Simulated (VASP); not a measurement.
# Rb2Re (P6/mmm) in VASP: single point with PBE

Aim: the single point of Rb2Re with PBE.

Everything below comes from runs of VASP 6.6.1. Logs are shortened: lines on timing, memory, paths and dates and some standing lists are left out, and cuts for length are marked.

**1. The cell of the first run**

It takes space group P6/mmm (No. 191, hexagonal). The conventional cell has a = 6.139 Å, b = 6.139 Å, c = 2.857 Å, α = 90.00°, β = 90.00°, γ = 120.00°. Rb (site symmetry -6m2) has 5 Rb at 2.86 to 3.54 Å and 6 Re at 3.82 Å within 3.9 Å. Within 3.9 Å of Re (site symmetry 6/mmm) lie 2 Re at 2.86 Å and 12 Rb at 3.82 Å.

**2. Single point, PBE**

Input file INCAR:

```
SYSTEM = Rb2Re
  PREC = Accurate
  ENCUT = 560
  EDIFF = 1E-6
  ISMEAR = 0
  SIGMA = 0.1
  LREAL = .False.
  LASPH = .True.
  NELM = 120
  ALGO = Normal
  ISIF = 2
  LWAVE = .False.
  LCHARG = .False.
  GGA = PE
  NBANDS = 42
  GGA_COMPAT = .False.
```

Input file KPOINTS:

```
regular mesh
0
Gamma
  4 6 6
  0 0 0
```

Input file POSCAR:

```
Rb2Re
1.0
    0.0000000000      0.0000000000      5.7144142310
    6.1394788611      0.0000000000      0.0000000000
   -3.0697394305      5.3169446597      0.0000000000
Rb Re
4 2
Direct
    0.2500000000      0.3333333333      0.6666666667
    0.7500000000      0.3333333333      0.6666666667
    0.2500000000      0.6666666667      0.3333333333
    0.7500000000      0.6666666667      0.3333333333
    0.0000000000      0.0000000000      0.0000000000
    0.5000000000      0.0000000000      0.0000000000
```

Potentials or basis: VASP PAW PBE potentials, release 64 (Rb_sv, Re_sv_GW).

Run with:

```console
$ cat potpaw_PBE.64/Rb_sv/POTCAR potpaw_PBE.64/Re_sv_GW/POTCAR > POTCAR
$ mpirun -np 1 vasp_std > vasp.out
```

OUTCAR:

```text
SYSTEM = Rb2Re
   PREC = Accurate
   ENCUT = 560
   EDIFF = 1E-6
   ISMEAR = 0
   LREAL = .False.
   LASPH = .True.
   NELM = 120
   ISIF = 2
   GGA = PE

 ion  position               nearest neighbor table
   1  0.250  0.333  0.667-   2 2.86   2 2.86   3 3.54   3 3.54   3 3.54   5 3.82   6 3.82   5 3.82
                             6 3.82   6 3.82   5 3.82   4 4.55   4 4.55   4 4.55   4 4.55   4 4.55
   2  0.750  0.333  0.667-   1 2.86   1 2.86   4 3.54   4 3.54   4 3.54   5 3.82   6 3.82   5 3.82
                             6 3.82   6 3.82   5 3.82   3 4.55   3 4.55   3 4.55   3 4.55   3 4.55
   3  0.250  0.667  0.333-   4 2.86   4 2.86   1 3.54   1 3.54   1 3.54   5 3.82   6 3.82   5 3.82
                             6 3.82   6 3.82   5 3.82   2 4.55   2 4.55   2 4.55   2 4.55   2 4.55
   4  0.750  0.667  0.333-   3 2.86   3 2.86   2 3.54   2 3.54   2 3.54   5 3.82   6 3.82   5 3.82
                             6 3.82   6 3.82   5 3.82   1 4.55   1 4.55   1 4.55   1 4.55   1 4.55
   5  0.000  0.000  0.000-   6 2.86   6 2.86   3 3.82   4 3.82   1 3.82   2 3.82   1 3.82   3 3.82
                             4 3.82   2 3.82   3 3.82   1 3.82   2 3.82   4 3.82
   6  0.500  0.000  0.000-   5 2.86   5 2.86   3 3.82   4 3.82   1 3.82   2 3.82   1 3.82   3 3.82
                             4 3.82   2 3.82   3 3.82   1 3.82   2 3.82   4 3.82

 -----------------------------------------------------------------------------
|                                                                             |
|           W    W    AA    RRRRR   N    N  II  N    N   GGGG   !!!           |
|           W    W   A  A   R    R  NN   N  II  NN   N  G    G  !!!           |
|           W    W  A    A  R    R  N N  N  II  N N  N  G       !!!           |
|           W WW W  AAAAAA  RRRRR   N  N N  II  N  N N  G  GGG   !            |
|           WW  WW  A    A  R   R   N   NN  II  N   NN  G    G                |
|           W    W  A    A  R    R  N    N  II  N    N   GGGG   !!!           |
|                                                                             |
|     The distance between some ions is very small. Please check the          |
|     nearest-neighbor list in the OUTCAR file.                               |
|     I HOPE YOU KNOW WHAT YOU ARE DOING!                                     |
|                                                                             |
 -----------------------------------------------------------------------------

  LATTYP: Found a hexagonal cell.
 ALAT       =     6.1394788611
 C/A-ratio  =     0.9307653565

  Lattice vectors:

 A1 = (   6.1394788611,   0.0000000000,   0.0000000000)
 A2 = (  -3.0697394305,   5.3169446597,   0.0000000000)
 A3 = (   0.0000000000,   0.0000000000,   5.7144142310)

Analysis of symmetry for initial positions (statically):
=====================================================================
 Subroutine PRICEL returns following result:

  LATTYP: Found a hexagonal cell.
 ALAT       =     6.1394788611
 C/A-ratio  =     0.4653826783

  Lattice vectors:

 A1 = (   6.1394788611,   0.0000000000,   0.0000000000)
 A2 = (  -3.0697394305,   5.3169446597,   0.0000000000)
 A3 = (   0.0000000000,   0.0000000000,   2.8572071155)

   2 primitive cells build up your supercell.

 Routine SETGRP: Setting up the symmetry group for a
 hexagonal supercell.

 Subroutine GETGRP returns: Found 24 space group operations
 (whereof 24 operations were pure point group operations)
 out of a pool of 24 trial point group operations.

The static configuration has the point symmetry D_6h.

Analysis of symmetry for dynamics (positions and initial velocities):
=====================================================================
 Subroutine PRICEL returns following result:

  LATTYP: Found a hexagonal cell.
 ALAT       =     6.1394788611
 C/A-ratio  =     0.4653826783

  Lattice vectors:

 A1 = (   6.1394788611,   0.0000000000,   0.0000000000)
 A2 = (  -3.0697394305,   5.3169446597,   0.0000000000)
 A3 = (   0.0000000000,   0.0000000000,   2.8572071155)

   2 primitive cells build up your supercell.

 Routine SETGRP: Setting up the symmetry group for a
 hexagonal supercell.

 Subroutine GETGRP returns: Found 24 space group operations
 (whereof 24 operations were pure point group operations)
 out of a pool of 24 trial point group operations.

The dynamic configuration has the point symmetry D_6h.

 Subroutine INISYM returns: Found 24 space group operations
 (whereof 24 operations are pure point group operations),
 and found     2 'primitive' translations

----------------------------------------------------------------------------------------

                                     Primitive cell

  volume of cell :      93.2686

  direct lattice vectors                    reciprocal lattice vectors
     6.139478861  0.000000000  0.000000000     0.162880274  0.094038970  0.000000000
    -3.069739430  5.316944660  0.000000000     0.000000000  0.188077940  0.000000000
     0.000000000  0.000000000  2.857207115     0.000000000  0.000000000  0.349992129

  length of vectors
     6.139478861  6.139478861  2.857207115     0.188077940  0.188077940  0.349992129

  position of ions in fractional coordinates (direct lattice)
     0.333333333  0.666666667  0.500000000
     0.666666667  0.333333333  0.500000000
     0.000000000  0.000000000  0.000000000

  ion indices of the primitive-cell ions
   primitive index   ion index
                 1           1
                 2           3
                 3           5

----------------------------------------------------------------------------------------

 KPOINTS: regular mesh

Automatic generation of k-mesh.
 Grid dimensions read from file:
 generate k-points for:    4    6    6

 Generating k-lattice:

  Cartesian coordinates                     Fractional coordinates (reciprocal lattice)
     0.000000000  0.000000000  0.043749016     0.250000000  0.000000000  0.000000000
     0.027146712  0.015673162  0.000000000     0.000000000  0.166666667  0.000000000
     0.000000000  0.031346323  0.000000000     0.000000000  0.000000000  0.166666667

  Length of vectors
     0.043749016  0.031346323  0.031346323

  Shift w.r.t. Gamma in fractional coordinates (k-lattice)
     0.000000000  0.000000000  0.000000000

 Subroutine IBZKPT returns following result:
 ===========================================

 Found     21 irreducible k-points:

 Following reciprocal coordinates:
            Coordinates               Weight
  0.000000  0.000000  0.000000      1.000000
  0.250000  0.000000  0.000000      2.000000
  0.500000  0.000000  0.000000      1.000000
  0.000000  0.166667 -0.000000      6.000000
  0.250000  0.166667 -0.000000     12.000000
  0.500000  0.166667 -0.000000      6.000000
[... 13 lines left out ...]
  0.250000  0.333333  0.333333      4.000000
  0.500000  0.333333  0.333333      2.000000
   k-points           NKPTS =     21   k-points in BZ     NKDIM =     21   number of bands    NBANDS=     42
   number of dos      NEDOS =    301   number of ions     NIONS =      6
   total plane-waves  NPLWV = 110592
   dimension x,y,z NGX =    48 NGY =   48 NGZ =   48
   dimension x,y,z NGXF=    96 NGYF=   96 NGZF=   96
   ions per type =               4   2
   NGX,Y,Z   is equivalent  to a cutoff of  13.96, 13.00, 13.00 a.u.
   NGXF,Y,Z  is equivalent  to a cutoff of  27.93, 26.00, 26.00 a.u.
 SYSTEM =  Rb2Re
   PREC   = accura    normal or accurate (medium, high low for compatibility)
   ISTART =      0    job   : 0-new  1-cont  2-samecut
   ICHARG =      2    charge: 1-file 2-atom 10-const
   ISPIN  =      1    spin polarized calculation?
   LNONCOLLINEAR =      F non collinear calculations
   LSORBIT =      F    spin-orbit coupling
   LASPH  =      T    aspherical Exc in radial PAW
   ENCUT  =  560.0 eV  41.16 Ry    6.42 a.u.  11.03 11.85 11.85*2*pi/ulx,y,z
   NELM   =    120;   NELMIN=  2; NELMDL= -5     # of ELM steps
   EDIFF  = 0.1E-05   stopping-criterion for ELM
   LREAL  =      F    real-space projection
   EDIFFG = 0.1E-04   stopping-criterion for IOM
   NSW    =      0    number of steps for IOM
   IBRION =     -1    ionic relax: 0-MD 1-quasi-New 2-CG
   NFREE  =      0    steps in history (QN), initial steepest desc. (CG)
   ISIF   =      2    stress and relaxation
   ISYM   =      2    0-nonsym 1-usesym 2-fastsym
   POTIM  = 0.5000    time-step for ionic-motion
   TEBEG  =    0.0;   TEEND  =   0.0 temperature during run
   PSTRESS=    0.0 pullay stress
   NELECT =      66.0000    total number of electrons
   NUPDOWN=      -1.0000    fix difference up-down
   EMIN   =  10.00;   EMAX   =-10.00  energy-range for DOS
   EFERMI =   0.00;   METHOD = LEGACY
   ISMEAR =     0;   SIGMA  =   0.10  broadening in eV -4-tet -1-fermi 0-gaus
   EFERMI_NEDOS =   21; number of points for ismear=-14 and -15
   IALGO  =     38    algorithm
   IMIX   =      4    mixing-type and parameters
     AMIX     =   0.40;   BMIX     =  1.00
     AMIX_MAG =   1.60;   BMIX_MAG =  1.00
  volume/ion in A,a.u.               =      31.09       209.80
  Fermi-wavevector in a.u.,A,eV,Ry     =   1.157891  2.188097 18.241489  1.340712
  Thomas-Fermi vector in A             =   2.294498
   LORBIT       =      0    0 simple, 1 ext, 2 COOP (PROOUT), +10 PAW based schemes
   GGA     = PE    functional components
   LHFCALC =     F    Hartree Fock is set to
   AEXX    =    0.0000 exact exchange contribution
   IVDW    =     0    specifies the selected vdW correction
   LEPSILON=     F    determine dielectric tensor
   LRPA    =     F    only Hartree local field effects (RPA)
 non-spin polarized calculation
 Gauss-broadening in eV      SIGMA  =   0.10
  energy-cutoff  :      560.00
  volume of cell :      186.54
 maximum number of plane-waves:      5634
 NGX is ok and might be reduce to    48
   NGX = 23   NGY = 23   NGZ = 23

 number of electron      66.0000002 magnetization

 Free energy of the ion-electron system (eV)
  ---------------------------------------------------
  ext. energy  EPLUGINS =         0.00000000
  ---------------------------------------------------
  free energy    TOTEN  =       -20.69537529 eV

  energy without entropy =      -20.64622762  energy(sigma->0) =      -20.67080146

 E-fermi :   3.3409     XC(G=0):  -9.1769

 val. band max:        3.3387133991   @ k =   0.0000   0.1667   0.1667
 cond. band min:       3.3417701708   @ k =   0.2500   0.3333   0.1667
 fundamental gap:      0.0030567718
 Fermi energy:         3.3409059823

 k-point     1 :       0.0000    0.0000    0.0000
  band No.  band energies     occupation
      1     -75.8792      2.00000
      2     -75.8564      2.00000
      3     -37.8545      2.00000
      4     -37.6701      2.00000
      5     -37.6701      2.00000
      6     -37.6279      2.00000
[... 34 lines left out ...]
     41       6.2096      0.00000
     42       6.2096      0.00000

 k-point     2 :       0.2500    0.0000    0.0000
  band No.  band energies     occupation
      1     -75.8759      2.00000
      2     -75.8599      2.00000
      3     -37.7945      2.00000
      4     -37.6639      2.00000
      5     -37.6639      2.00000
      6     -37.6342      2.00000
[... 34 lines left out ...]
     41       6.3263      0.00000
     42       6.3263      0.00000

 k-point     3 :       0.5000    0.0000    0.0000
  band No.  band energies     occupation
      1     -75.8679      2.00000
      2     -75.8679      2.00000
      3     -37.6491      2.00000
      4     -37.6491      2.00000
      5     -37.6491      2.00000
      6     -37.6491      2.00000
[... 34 lines left out ...]
     41       7.0974      0.00000
     42       7.0974      0.00000

 k-point     4 :       0.0000    0.1667   -0.0000
  band No.  band energies     occupation
      1     -75.8791      2.00000
      2     -75.8564      2.00000
      3     -37.8546      2.00000
      4     -37.6701      2.00000
      5     -37.6700      2.00000
      6     -37.6279      2.00000
[... 709 lines left out ...]
     41       6.2632      0.00000
     42       6.4327      0.00000

 k-point    20 :       0.2500    0.3333    0.3333
  band No.  band energies     occupation
      1     -75.8759      2.00000
      2     -75.8598      2.00000
      3     -37.7944      2.00000
      4     -37.6641      2.00000
      5     -37.6641      2.00000
      6     -37.6341      2.00000
[... 34 lines left out ...]
     41       6.2195      0.00000
     42       6.4870      0.00000

 k-point    21 :       0.5000    0.3333    0.3333
  band No.  band energies     occupation
      1     -75.8678      2.00000
      2     -75.8678      2.00000
      3     -37.6490      2.00000
      4     -37.6490      2.00000
      5     -37.6490      2.00000
      6     -37.6490      2.00000
[... 34 lines left out ...]
     41       6.4222      0.00000
     42       6.4222      0.00000

------------------------ aborting loop because EDIFF is reached ----------------------------------------

  FORCE on cell =-STRESS in cart. coord.  units (eV):
  Direction    XX          YY          ZZ          XY          YZ          ZX
  --------------------------------------------------------------------------------------
  -------------------------------------------------------------------------------------
  Total       -0.3242776     -0.3242776      0.2514954     -0.0000000     -0.0000000      0.0000000
  in kB       -2.7852372     -2.7852372      2.1601068     -0.0000000     -0.0000000      0.0000000
  external PRESSURE =      -1.1367892 kB  Pullay stress =       0.0000000 kB

 VOLUME and BASIS-vectors are now :
 -----------------------------------------------------------------------------
  energy-cutoff  :      560.00
  volume of cell :      186.54
      direct lattice vectors                 reciprocal lattice vectors
     0.000000000  0.000000000  5.714414231     0.000000000  0.000000000  0.174996064
     6.139478861  0.000000000  0.000000000     0.162880274  0.094038970  0.000000000
    -3.069739430  5.316944660  0.000000000     0.000000000  0.188077940  0.000000000

 POSITION                                       TOTAL-FORCE (eV/Angst)
 -----------------------------------------------------------------------------------
     -0.00000      3.54463      1.42860        -0.000000      0.000000      0.000000
     -0.00000      3.54463      4.28581         0.000000      0.000000      0.000000
      3.06974      1.77231      1.42860        -0.000000     -0.000000      0.000000
      3.06974      1.77231      4.28581         0.000000     -0.000000      0.000000
      0.00000      0.00000      0.00000        -0.000000      0.000000     -0.000000
      0.00000      0.00000      2.85721        -0.000000      0.000000     -0.000000
 -----------------------------------------------------------------------------------
    total drift:                               -0.000000      0.000000      0.000000

  FREE ENERGIE OF THE ION-ELECTRON SYSTEM (eV)
  ---------------------------------------------------
  free  energy   TOTEN  =       -20.6953752917 eV

  energy  without entropy=      -20.6462276249  energy(sigma->0) =      -20.67080146
```

It took 4.6 min on 1 thread of AMD EPYC 7R13 (Zen 3), shared host; peak memory 0.39 GiB.

Results:

```
Free energy            : -20.6954 eV
Pressure               : -0.1 GPa
Band gap on the k mesh : zero (bands 33 and 34 overlap by 0.64 eV)
```

Caveat: spin-orbit coupling is left out, which moves the levels of the heavy elements.
